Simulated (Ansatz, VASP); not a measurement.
ZnAu: VASP beside Ansatz

```
Zn Au
1.0
     3.08629    0.00000    0.00000
     0.00000    3.08629    0.00000
     0.00000    0.00000    3.08629
Zn Au
1 1
Cartesian
  1.5431 1.5431 1.5431
  0.0000 0.0000 0.0000
```

Change from the starting cell: volume scaled by 0.9405, crystal datasets.

Alike in both runs: task electric field gradients; functional PBEsol; k mesh 13 × 13 × 13; occupations fermi-dirac, width 0.05 eV; no spin polarisation.

```csv
,VASP,Ansatz
version,VASP 6.6.1,Ansatz 0.2.0
potentials or method,"VASP PAW PBE potentials, release 64 (Zn, Au), cutoff 520 eV","all-electron PAW with datasets made for the crystal, scalar-relativistic"
```

VASP gave:

```
pressure (GPa) : 6.7
```

**Question.** What did Ansatz give for the same quantities?

**Answer.** Pressure (GPa): 6.5.

VASP's potentials were made for PBE, not for PBEsol. Ansatz ran all-electron here, and VASP with PAW potentials.

Neither program's run includes spin-orbit coupling.
